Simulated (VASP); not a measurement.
A run of VASP 6.6.1 is set up as follows.

File INCAR:

```
PREC = Accurate
ENCUT = 520
EDIFF = 1E-6
ISMEAR = -1
SIGMA = 0.1
LREAL = F
LASPH = T
NELM = 150
ALGO = Normal
ISIF = 2
LWAVE = F
LCHARG = F
LMAXMIX = 4
LDAU = T
LDAUTYPE = 2
LDAUL = 2 -1
LDAUU = 6 0
LDAUJ = 0 0
LDAUPRINT = 1
GGA = PS
NBANDS = 48
```

KPOINTS

```
regular mesh
0
Gamma
  6 6 6
```

File POSCAR:

```
Ta5As4
1.0
    0.0000000000      0.0000000000      3.4391850000
    4.9124410000     -4.9124410000      1.7195930000
    4.9124410000      4.9124410000     -1.7195930000
Ta As
5 4
Direct
    0.0000000000      0.0000000000      0.0000000000
    0.3682000000      0.9368000000      0.6732000000
    0.3050000000      0.3268000000      0.9368000000
    0.6318000000      0.0632000000      0.3268000000
    0.6950000000      0.6732000000      0.0632000000
    0.2840000000      0.7678000000      0.3358000000
    0.0518000000      0.6642000000      0.7678000000
    0.7160000000      0.2322000000      0.6642000000
    0.9482000000      0.3358000000      0.2322000000
```

Potentials or basis: VASP PAW PBE potentials, release 64 (Ta_pv, As).

Launch:

```console
$ cat potpaw_PBE.64/Ta_pv/POTCAR potpaw_PBE.64/As/POTCAR > POTCAR
$ mpirun -np 1 vasp_std > vasp.out
```

Problem. What does it give for the pressure?

Solution. 8.4 GPa.

Problem. Predict the largest force.

Solution. 0.557 eV/Å.

Problem. What does it give for the band gap on the k mesh?

Solution. Zero (an odd number of electrons rules out a gap without spin polarisation).

Forces in eV/Å, atoms in the order of the input:
```
Ta   0.000  0.000  0.000
Ta  -0.214 -0.274  0.000
Ta   0.274 -0.214  0.000
Ta   0.214  0.274  0.000
Ta  -0.274  0.214  0.000
As  -0.105  0.547  0.000
As  -0.547 -0.105  0.000
As   0.105 -0.547  0.000
As   0.547  0.105  0.000
```

Caveat: the cell stands under pressure; the PAW data sets were made with another functional, which shifts forces and pressure a little; spin-orbit coupling is left out, which moves the levels of the heavy elements; an odd number of electrons without spin polarisation forces a metal; a magnetic or distorted state may lie lower; U without spin polarisation on a metal has little footing; the U is typed as a test and isn't derived for this compound.
